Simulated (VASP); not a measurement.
# BN in VASP: a series of runs

Aim: see how the results for BN move with the level of theory and the settings. Levels: PBE, r2SCAN. Tasks: single point.

All numbers are computed with VASP 6.6.1; they aren't measurements. Logs are shortened: lines on timing, memory, paths and dates and some standing lists are left out, and cuts for length are marked.

### Step 1. The cell of the first run

Symmetry: Imm2, No. 44, orthorhombic system. Conventional cell: a = 2.527 Å, b = 2.578 Å, c = 3.610 Å, α = 90.00°, β = 90.00°, γ = 90.00°. B (site symmetry mm2) has 4 N at 1.55 to 1.57 Å within 2.1 Å. N (site symmetry mm2) has 4 B at 1.55 to 1.57 Å within 2.1 Å.

### Step 2. Single point, PBE (shear xy strain -2.0%)

File INCAR:

```
SYSTEM = BN
ALGO = Normal
EDIFF = 1E-7
ENCUT = 520
GGA = PE
ISIF = 2
ISMEAR = 0
LASPH = .TRUE.
LCHARG = .TRUE.
LELF = .TRUE.
LREAL = .FALSE.
LVHAR = .TRUE.
LWAVE = .FALSE.
NBANDS = 11
NELM = 80
PREC = Accurate
SIGMA = 0.01
```

File KPOINTS:

```
k-points
0
G
  6 6 6
  0 0 0
```

File POSCAR:

```
BN
1.0
   -0.0180482545      1.8048254497      1.8048254497
    1.8048254497     -0.0180482545      1.8048254497
    1.7867771952      1.7867771952      0.0000000000
B N
1 1
Direct
   -0.0000912040     -0.0000912040      0.0000912040
    0.2500912040      0.2500912040      0.2499087960
```

Potentials or basis: VASP PAW PBE potentials, release 64 (B, N).

Launch:

```sh
$ cat potpaw_PBE.64/B/POTCAR potpaw_PBE.64/N/POTCAR > POTCAR
$ mpirun -np 1 vasp_std > vasp.out
```

OUTCAR:

```text
SYSTEM = BN
   EDIFF = 1E-7
   ENCUT = 520
   GGA = PE
   ISIF = 2
   ISMEAR = 0
   LASPH = .TRUE.
   LREAL = .FALSE.
   NELM = 80
   PREC = Accurate

 ion  position               nearest neighbor table
   1  1.000  1.000  0.000-   2 1.55   2 1.55   2 1.57   2 1.57
   2  0.250  0.250  0.250-   1 1.55   1 1.55   1 1.57   1 1.57

  LATTYP: Found a body centered orthorhombic cell.
 ALAT       =     2.5268845424
 B/A-ratio  =     1.0202020202
 C/A-ratio  =     1.4284985479

  Lattice vectors:

 A1 = (   0.0180482545,  -1.8048254497,  -1.8048254497)
 A2 = (  -0.0180482545,   1.8048254497,  -1.8048254497)
 A3 = (   1.8048254497,  -0.0180482545,   1.8048254497)

Analysis of symmetry for initial positions (statically):
=====================================================================
 Subroutine PRICEL returns:
 Original cell was already a primitive cell.

 Routine SETGRP: Setting up the symmetry group for a
 body centered orthorhombic supercell.

 Subroutine GETGRP returns: Found  4 space group operations
 (whereof  4 operations were pure point group operations)
 out of a pool of  8 trial point group operations.

The static configuration has the point symmetry C_2v.

Analysis of symmetry for dynamics (positions and initial velocities):
=====================================================================
 Subroutine PRICEL returns:
 Original cell was already a primitive cell.

 Routine SETGRP: Setting up the symmetry group for a
 body centered orthorhombic supercell.

 Subroutine GETGRP returns: Found  4 space group operations
 (whereof  4 operations were pure point group operations)
 out of a pool of  8 trial point group operations.

The dynamic configuration has the point symmetry C_2v.

 Subroutine INISYM returns: Found  4 space group operations
 (whereof  4 operations are pure point group operations),
 and found     1 'primitive' translations

----------------------------------------------------------------------------------------

                                     Primitive cell

  volume of cell :      11.7569

  direct lattice vectors                    reciprocal lattice vectors
    -0.018048254  1.804825450  1.804825450    -0.274292179  0.274292179  0.277035101
     1.804825450 -0.018048254  1.804825450     0.274292179 -0.274292179  0.277035101
     1.786777195  1.786777195  0.000000000     0.279833435  0.279833435 -0.277035101

  length of vectors
     2.552472438  2.552472438  2.526884542     0.476676878  0.476676878  0.483075511

  position of ions in fractional coordinates (direct lattice)
     0.999908796  0.999908796  0.000091204
     0.250091204  0.250091204  0.249908796

  ion indices of the primitive-cell ions
   primitive index   ion index
                 1           1
                 2           2

----------------------------------------------------------------------------------------

 KPOINTS: k-points

Automatic generation of k-mesh.
 Grid dimensions read from file:
 generate k-points for:    6    6    6

 Generating k-lattice:

  Cartesian coordinates                     Fractional coordinates (reciprocal lattice)
    -0.045715363  0.045715363  0.046172517     0.166666667  0.000000000  0.000000000
     0.045715363 -0.045715363  0.046172517     0.000000000  0.166666667  0.000000000
     0.046638906  0.046638906 -0.046172517     0.000000000  0.000000000  0.166666667

  Length of vectors
     0.079446146  0.079446146  0.080512585

  Shift w.r.t. Gamma in fractional coordinates (k-lattice)
     0.000000000  0.000000000  0.000000000

 Subroutine IBZKPT returns following result:
 ===========================================

 Found     46 irreducible k-points:

 Following reciprocal coordinates:
            Coordinates               Weight
  0.000000  0.000000  0.000000      1.000000
  0.166667  0.000000  0.000000      4.000000
  0.333333  0.000000  0.000000      4.000000
  0.500000 -0.000000  0.000000      2.000000
  0.166667  0.166667  0.000000      2.000000
  0.333333  0.166667  0.000000      4.000000
[... 16 lines left out ...]
 -0.166667  0.333333  0.166667      4.000000
  0.500000  0.500000  0.166667      4.000000
 [... further k-points ...]
   k-points           NKPTS =     46   k-points in BZ     NKDIM =     46   number of bands    NBANDS=     11
   number of dos      NEDOS =    301   number of ions     NIONS =      2
   total plane-waves  NPLWV =   8000
   dimension x,y,z NGX =    20 NGY =   20 NGZ =   20
   dimension x,y,z NGXF=    40 NGYF=   40 NGZF=   40
   ions per type =               1   1
   NGX,Y,Z   is equivalent  to a cutoff of  13.03, 13.03, 13.16 a.u.
   NGXF,Y,Z  is equivalent  to a cutoff of  26.05, 26.05, 26.32 a.u.
 SYSTEM =  BN
   PREC   = accura    normal or accurate (medium, high low for compatibility)
   ISTART =      0    job   : 0-new  1-cont  2-samecut
   ICHARG =      2    charge: 1-file 2-atom 10-const
   ISPIN  =      1    spin polarized calculation?
   LNONCOLLINEAR =      F non collinear calculations
   LSORBIT =      F    spin-orbit coupling
   LASPH  =      T    aspherical Exc in radial PAW
   ENCUT  =  520.0 eV  38.22 Ry    6.18 a.u.   4.75  4.75  4.70*2*pi/ulx,y,z
   NELM   =     80;   NELMIN=  2; NELMDL= -5     # of ELM steps
   EDIFF  = 0.1E-06   stopping-criterion for ELM
   LREAL  =      F    real-space projection
   EDIFFG = 0.1E-05   stopping-criterion for IOM
   NSW    =      0    number of steps for IOM
   IBRION =     -1    ionic relax: 0-MD 1-quasi-New 2-CG
   NFREE  =      0    steps in history (QN), initial steepest desc. (CG)
   ISIF   =      2    stress and relaxation
   ISYM   =      2    0-nonsym 1-usesym 2-fastsym
   POTIM  = 0.5000    time-step for ionic-motion
   TEBEG  =    0.0;   TEEND  =   0.0 temperature during run
   PSTRESS=    0.0 pullay stress
   NELECT =       8.0000    total number of electrons
   NUPDOWN=      -1.0000    fix difference up-down
   EMIN   =  10.00;   EMAX   =-10.00  energy-range for DOS
   EFERMI =   0.00;   METHOD = LEGACY
   ISMEAR =     0;   SIGMA  =   0.01  broadening in eV -4-tet -1-fermi 0-gaus
   EFERMI_NEDOS =   21; number of points for ismear=-14 and -15
   IALGO  =     38    algorithm
   IMIX   =      4    mixing-type and parameters
     AMIX     =   0.40;   BMIX     =  1.00
     AMIX_MAG =   1.60;   BMIX_MAG =  1.00
  volume/ion in A,a.u.               =       5.88        39.67
  Fermi-wavevector in a.u.,A,eV,Ry     =   1.439928  2.721069 28.210218  2.073393
  Thomas-Fermi vector in A             =   2.558729
   LORBIT       =      0    0 simple, 1 ext, 2 COOP (PROOUT), +10 PAW based schemes
   GGA     = PE    functional components
   LHFCALC =     F    Hartree Fock is set to
   AEXX    =    0.0000 exact exchange contribution
   IVDW    =     0    specifies the selected vdW correction
   LEPSILON=     F    determine dielectric tensor
   LRPA    =     F    only Hartree local field effects (RPA)
 non-spin polarized calculation
 Gauss-broadening in eV      SIGMA  =   0.01
  energy-cutoff  :      520.00
  volume of cell :       11.76
 maximum number of plane-waves:       331
   NGX =  9   NGY =  9   NGZ =  9

 number of electron       7.9999999 magnetization

 Free energy of the ion-electron system (eV)
  ---------------------------------------------------
  ext. energy  EPLUGINS =         0.00000000
  ---------------------------------------------------
  free energy    TOTEN  =       -17.43760477 eV

  energy without entropy =      -17.43760477  energy(sigma->0) =      -17.43760477

 E-fermi :   7.6951     XC(G=0): -12.8436

 val. band max:        7.5084571869   @ k =   0.0000   0.0000   0.0000
 cond. band min:      11.8993850431   @ k =   0.5000   0.5000   0.0000
 fundamental gap:      4.3909278561
 Fermi energy:         7.6951339810

 k-point     1 :       0.0000    0.0000    0.0000
  band No.  band energies     occupation
      1     -12.8227      2.00000
      2       7.4182      2.00000
      3       7.4570      2.00000
      4       7.5085      2.00000
      5      16.0392      0.00000
      6      16.2043      0.00000
      7      16.5684      0.00000
      8      17.9867      0.00000
      9      32.2967      0.00000
     10      35.2816      0.00000
     11      35.2948      0.00000

 k-point     2 :       0.1667    0.0000    0.0000
  band No.  band energies     occupation
      1     -12.1604      2.00000
      2       4.3576      2.00000
      3       6.8550      2.00000
      4       6.9005      2.00000
      5      16.8061      0.00000
      6      17.2206      0.00000
      7      17.4459      0.00000
      8      19.6418      0.00000
      9      31.3710      0.00000
     10      31.6665      0.00000
     11      31.7568      0.00000

 k-point     3 :       0.3333    0.0000    0.0000
  band No.  band energies     occupation
      1     -10.3213      2.00000
      2      -0.5027      2.00000
      3       5.9581      2.00000
      4       5.9663      2.00000
      5      17.5282      0.00000
      6      18.1104      0.00000
      7      18.3446      0.00000
      8      21.9745      0.00000
      9      30.8015      0.00000
     10      31.7698      0.00000
     11      32.2221      0.00000

 k-point     4 :       0.5000   -0.0000    0.0000
  band No.  band energies     occupation
      1      -8.6687      2.00000
      2      -3.2973      2.00000
      3       5.5864      2.00000
      4       5.5961      2.00000
      5      17.7548      0.00000
      6      18.2157      0.00000
      7      18.4092      0.00000
      8      22.7401      0.00000
      9      31.0156      0.00000
     10      34.0026      0.00000
     11      34.4061      0.00000

 k-point     5 :       0.1667    0.1667    0.0000
  band No.  band energies     occupation
      1     -11.9280      2.00000
      2       5.3859      2.00000
      3       5.5858      2.00000
      4       5.8225      2.00000
      5      15.2158      0.00000
      6      18.6464      0.00000
      7      18.9661      0.00000
      8      19.4683      0.00000
      9      26.7742      0.00000
     10      33.9408      0.00000
     11      36.5643      0.00000
[... 211 lines left out ...]
 k-point    21 :       0.5000    0.3333    0.1667
  band No.  band energies     occupation
      1      -8.7854      2.00000
      2      -0.0121      2.00000
      3       2.0093      2.00000
      4       3.9043      2.00000
      5      16.2286      0.00000
      6      19.3830      0.00000
      7      20.7153      0.00000
      8      23.0812      0.00000
      9      27.1913      0.00000
     10      33.1366      0.00000
     11      35.7764      0.00000

 k-point    22 :      -0.3333    0.3333    0.1667
  band No.  band energies     occupation
      1      -7.4990      2.00000
      2      -1.5508      2.00000
      3       1.4426      2.00000
      4       2.9745      2.00000
      5      17.0748      0.00000
      6      19.5221      0.00000
      7      22.3340      0.00000
      8      23.8409      0.00000
      9      25.5989      0.00000
     10      33.1430      0.00000
     11      35.8263      0.00000

 k-point    23 :      -0.1667    0.3333    0.1667
  band No.  band energies     occupation
      1      -8.8538      2.00000
      2       0.0465      2.00000
      3       1.9748      2.00000
      4       3.9183      2.00000
      5      16.3639      0.00000
      6      19.5031      0.00000
      7      20.9190      0.00000
      8      23.1045      0.00000
      9      26.9962      0.00000
     10      33.0126      0.00000
     11      35.9595      0.00000

 k-point    24 :       0.5000    0.5000    0.1667
  band No.  band energies     occupation
      1      -7.7476      2.00000
      2      -0.6366      2.00000
      3       1.5771      2.00000
      4       2.9559      2.00000
      5      13.5517      0.00000
      6      18.8564      0.00000
      7      23.6785      0.00000
      8      23.8478      0.00000
      9      27.5607      0.00000
     10      34.1486      0.00000
     11      37.6299      0.00000

 [... further k-points ...]
[... 5 lines left out ...]
  --------------------------------------------------------------------------------------
  -------------------------------------------------------------------------------------
  Total        0.3889617      0.3889617      0.3747264      0.6740039      0.0000000      0.0000000
  in kB       53.0060243     53.0060243     51.0660988     91.8503538      0.0000000      0.0000000
  external PRESSURE =      52.3593825 kB  Pullay stress =       0.0000000 kB

 VOLUME and BASIS-vectors are now :
 -----------------------------------------------------------------------------
  energy-cutoff  :      520.00
  volume of cell :       11.76
      direct lattice vectors                 reciprocal lattice vectors
    -0.018048254  1.804825450  1.804825450    -0.274292179  0.274292179  0.277035101
     1.804825450 -0.018048254  1.804825450     0.274292179 -0.274292179  0.277035101
     1.786777195  1.786777195  0.000000000     0.279833435  0.279833435 -0.277035101

 POSITION                                       TOTAL-FORCE (eV/Angst)
 -----------------------------------------------------------------------------------
      1.78678      1.78678      3.60932        -0.000000     -0.000000     -0.025490
      0.89339      0.89339      0.90274         0.000000      0.000000      0.025490
 -----------------------------------------------------------------------------------
    total drift:                               -0.000000     -0.000000     -0.000005

  FREE ENERGIE OF THE ION-ELECTRON SYSTEM (eV)
  ---------------------------------------------------
  free  energy   TOTEN  =       -17.4376047664 eV

  energy  without entropy=      -17.4376047664  energy(sigma->0) =      -17.43760477
```

It took 10 s on 1 thread of Intel Xeon 8259CL, shared host; peak memory 0.12 GiB.

Results:

```yaml
Free_energy: -17.4376 eV
Pressure: 5.2 GPa
Largest_force: 0.025 eV/Å
Band_gap_on_the_k_mesh: 4.39 eV, indirect (least direct gap 8.53 eV)
```

Forces in eV/Å, atoms in the order of the input:
```
B    0.000  0.000 -0.025
N    0.000  0.000  0.025
```

Stress tensor (GPa, compression positive):
```
5.30 9.19 0.00
9.19 5.30 0.00
0.00 0.00 5.11
```

Caveat: the k points lie up to 0.51 Å⁻¹ apart; the cell differs from its parent crystal (shear xy strain -2.0%). A k mesh can miss the band edges.

### Step 3. Single point, PBE

File INCAR:

```
SYSTEM = BN
PREC = Accurate ; ENCUT = 520
EDIFF = 1E-7 ; ISMEAR = -1
SIGMA = 0.02 ; LREAL = .False.
LASPH = .True. ; NELM = 60
ALGO = Normal ; ISIF = 2
LWAVE = .False. ; LCHARG = .True.
GGA = PE ; LELF = .True.
LVHAR = .True. ; NBANDS = 11
```

File KPOINTS:

```
regular mesh
0
Gamma
  12 12 12
  0 0 0
```

File POSCAR:

```
BN
1.0
    0.0000000000      1.8048254497      1.8048254497
    1.8048254497      0.0000000000      1.8048254497
    1.8048254497      1.8048254497      0.0000000000
B N
1 1
Direct
    0.0000000000      0.0000000000      0.0000000000
    0.2500000000      0.2500000000      0.2500000000
```

Potentials or basis: VASP PAW PBE potentials, release 64 (B, N).

Launch:

```sh
$ cat potpaw_PBE.64/B/POTCAR potpaw_PBE.64/N/POTCAR > POTCAR
$ mpirun -np 1 vasp_std > vasp.out
```

It took 12 s on 1 thread of Intel Xeon 8259CL, shared host; peak memory 0.12 GiB.

The run converged. Its results:

```yaml
Free_energy: -17.4483 eV
Pressure: 5.0 GPa
Band_gap_on_the_k_mesh: 4.46 eV, indirect (least direct gap 8.84 eV)
```

Levels at points of the mesh, in eV from the valence-band top:
```tsv
k point	band 2	band 3	band 4	band 5	band 6	band 7
(0.00, 0.00, 0.00)	0.00	0.00	0.00	8.84	8.84	8.84
(0.50, 0.00, 0.00)	-10.73	-1.95	-1.95	10.20	10.73	10.73
(0.50, 0.50, 0.00)	-8.94	-4.93	-4.93	4.46	9.26	17.99
```

A k mesh can miss the band edges.

### Step 4. Single point, PBE (strain +4.0%)

File INCAR:

```
SYSTEM = BN
PREC = Accurate
ENCUT = 520
EDIFF = 1E-6
ISMEAR = -1
SIGMA = 0.02
LREAL = .False.
LASPH = .True.
NELM = 100
ALGO = Normal
ISIF = 2
LWAVE = .False.
LCHARG = .False.
GGA = PE
NBANDS = 11
```

KPOINTS is that of step 3.

File POSCAR:

```
BN
1.0
    0.0000000000      1.8770184676      1.8770184676
    1.8770184676      0.0000000000      1.8770184676
    1.8770184676      1.8770184676      0.0000000000
B N
1 1
Direct
    0.0000000000      0.0000000000      0.0000000000
    0.2500000000      0.2500000000      0.2500000000
```

Launch:

```sh
$ cat potpaw_PBE.64/B/POTCAR potpaw_PBE.64/N/POTCAR > POTCAR
$ mpirun -np 1 vasp_std > vasp.out
```

Wall time 11 s (1 thread of Intel Xeon 8259CL, shared host); peak memory 0.12 GiB.

The run converged. Its results:

```
Free energy            : -17.3100 eV
Pressure               : -32.2 GPa
Band gap on the k mesh : 4.33 eV, indirect (least direct gap 8.28 eV)
```

Levels at points of the mesh, in eV from the valence-band top:
```
           k point  band 1  band 2  band 3  band 4  band 5  band 6  band 7  band 8
(0.00, 0.00, 0.00)  -19.00    0.00    0.00    0.00    8.28    8.28    8.28    8.57
(0.50, 0.00, 0.00)  -15.30   -9.70   -1.74   -1.74    8.72   10.08   10.08   14.10
(0.50, 0.50, 0.00)  -14.09   -8.22   -4.37   -4.37    4.33    8.58   16.24   16.24
```

Caveat: the cell differs from its parent crystal (strain +4.0%).

### Step 5. Single point, r2SCAN

File POSCAR:

```
BN
1.0
    0.0000000000      1.8048254497      1.8048254497
    1.8048254497      0.0000000000      1.8048254497
    1.8048254497      1.8048254497      0.0000000000
B N
1 1
Direct
    0.0000000000      0.0000000000      0.0000000000
    0.2500000000      0.2500000000      0.2500000000
```

File INCAR.step1:

```
SYSTEM = BN
ALGO = Normal
EDIFF = 1E-4
ENCUT = 520
GGA = PE
ISMEAR = 0
LASPH = .True.
LCHARG = .False.
LREAL = .False.
LWAVE = .True.
NBANDS = 11
NELM = 100
PREC = Accurate
SIGMA = 0.01
```

File INCAR.step2:

```
SYSTEM = BN
ALGO = Normal
EDIFF = 1E-6
ENCUT = 520
ISIF = 2
ISMEAR = 0
ISTART = 1
LASPH = .True.
LCHARG = .False.
LMIXTAU = .True.
LREAL = .False.
LWAVE = .False.
METAGGA = R2SCAN
NBANDS = 11
NELM = 100
PREC = Accurate
SIGMA = 0.01
```

File KPOINTS:

```
k-points
0
Gamma
  12 12 12
  0 0 0
```

Launch:

```sh
$ cat potpaw_PBE.64/B/POTCAR potpaw_PBE.64/N/POTCAR > POTCAR
$ cp INCAR.step1 INCAR
$ mpirun -np 1 vasp_std > vasp.out
$ cp INCAR.step2 INCAR
$ mpirun -np 1 vasp_std > vasp.out
```

It took 50 s on 1 thread of Intel Xeon 8259CL, shared host; peak memory 0.12 GiB.

It converged, with:

| Quantity | Value |
| --- | --- |
| Free energy | -19.1716 eV |
| Pressure | 1.1 GPa |
| Band gap on the k mesh | 4.98 eV, indirect (least direct gap 9.55 eV) |

Levels at points of the mesh, in eV from the valence-band top:
```tsv
k point	band 2	band 3	band 4	band 5	band 6	band 7
(0.00, 0.00, 0.00)	0.00	0.00	0.00	9.55	9.55	9.55
(0.50, 0.00, 0.00)	-11.12	-2.02	-2.02	10.85	11.49	11.49
(0.50, 0.50, 0.00)	-9.35	-5.12	-5.12	4.98	9.84	19.33
```

Caveat: the PAW data sets were made with another functional, which shifts forces and pressure a little. r2SCAN opens gaps a little over a GGA but as a rule still falls short of measured ones.

(Part 1 of 2 ends here.)
